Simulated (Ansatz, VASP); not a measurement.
NbH2: VASP beside Ansatz

The input INCAR:

```
PREC     = Accurate       # precision mode
ENCUT    = 520            # plane-wave cutoff, eV
EDIFF    = 1E-7           # SCF threshold, eV
ISMEAR   = -1             # smearing method
SIGMA    = 0.03           # smearing width, eV
LREAL    = F              # projectors in reciprocal space
LASPH    = T              # aspherical terms in the spheres
NELM     = 100            # most SCF steps
ALGO     = Normal         # electronic algorithm
ISIF     = 2              # what is computed and relaxed
LWAVE    = F              # write WAVECAR
LCHARG   = F              # write CHGCAR
NBANDS   = 14             # bands
```

The input KPOINTS:

```
regular mesh
0
Gamma
  15 15 15
```

POSCAR

```
NbH2
1.0
    0.0000000000      2.3262466544      2.3262466544
    2.3262466544      0.0000000000      2.3262466544
    2.3262466544      2.3262466544      0.0000000000
Nb H
1 2
Direct
    0.0000000000      0.0000000000      0.0000000000
    0.2500000000      0.2500000000      0.2500000000
    0.7500000000      0.7500000000      0.7500000000
```

Input for Ansatz:

```yaml
crystal:
  lattice:
    - [0.0, 2.3262466544, 2.3262466544]
    - [2.3262466544, 0.0, 2.3262466544]
    - [2.3262466544, 2.3262466544, 0.0]
  atoms:
    - { symbol: Nb, position: [0.0, 0.0, 0.0] }
    - { symbol: H, position: [0.25, 0.25, 0.25] }
    - { symbol: H, position: [0.75, 0.75, 0.75] }
kpoints:
  mp_grid: { grid: [15, 15, 15] }
  band_path:
    path:
      - [0.0, 0.0, 0.0]
      - [0.5, 0.0, 0.5]
      - [0.625, 0.25, 0.625]
      - [0.375, 0.375, 0.75]
      - [0.0, 0.0, 0.0]
      - [0.5, 0.5, 0.5]
      - [0.5, 0.25, 0.75]
      - [0.5, 0.0, 0.5]
    npoints: 5
scf:
  occupations: { method: fermi_dirac, width: 0.03 }
hamiltonian:
  xc: lda
  pseudopotentials: { kind: all_electron, lapw: { basis_error: 0.001 } }
output:
  forces: true
  stress: true
  eigenvalues: true
```

Change from the starting cell: volume scaled by 1.06.

Alike in both runs: task single point; functional LDA; k mesh 15 × 15 × 15; occupations fermi-dirac, width 0.03 eV; no spin polarisation.

|  | VASP | Ansatz |
| --- | --- | --- |
| version | VASP 6.6.1 | Ansatz 0.2.0 |
| potentials or method | VASP PAW LDA potentials, release 64 (Nb_sv, H), cutoff 520 eV | all-electron LAPW, scalar-relativistic |

|  | VASP | Ansatz | Ansatz less VASP |
| --- | --- | --- | --- |
| pressure (GPa) | -16.8 | -16.7 | +0.13 |

LDA's correlation is that of Perdew and Zunger in VASP and of Perdew and Wang (1992) in Ansatz. Ansatz ran all-electron here, and VASP with PAW potentials.
